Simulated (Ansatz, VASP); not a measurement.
## Re in VASP and in Ansatz

```xyz
1
Lattice="0.0000 2.1717 1.5145 2.1717 0.0000 1.5145 2.1717 2.1717 0.0000" Properties=species:S:1:pos:R:3 pbc="T T T"
Re    0.0000    0.0000    0.0000
```

Alike in both runs: task single point; functional PBE; k mesh 10 × 10 × 10; occupations gaussian, width 0.15 eV; no spin polarisation.

```csv
,VASP,Ansatz
version,VASP 6.6.1,Ansatz 0.2.0
potentials or method,"VASP PAW PBE potentials, release 64 (Re), cutoff 520 eV","scalar-relativistic, plane waves, PAW"
valence electrons in the cell,7,15
```

```csv
,VASP,Ansatz,Ansatz less VASP
gap on the k mesh at the Fermi level (eV),none,none,-
pressure (GPa),21.6,21.8,+0.18
"traceless stress, the component that is largest in VASP (GPa)",-0.40,-0.35,+0.049
```

A gap of «none» marks a metal or a gap that the smearing closes. The functional is the same, so the differences come from potentials, cutoffs and numerics. VASP's potentials hold 7 valence electrons a cell and Ansatz's 15, so a difference there can come from the potentials and not from the codes.

Spin-orbit coupling is off throughout.
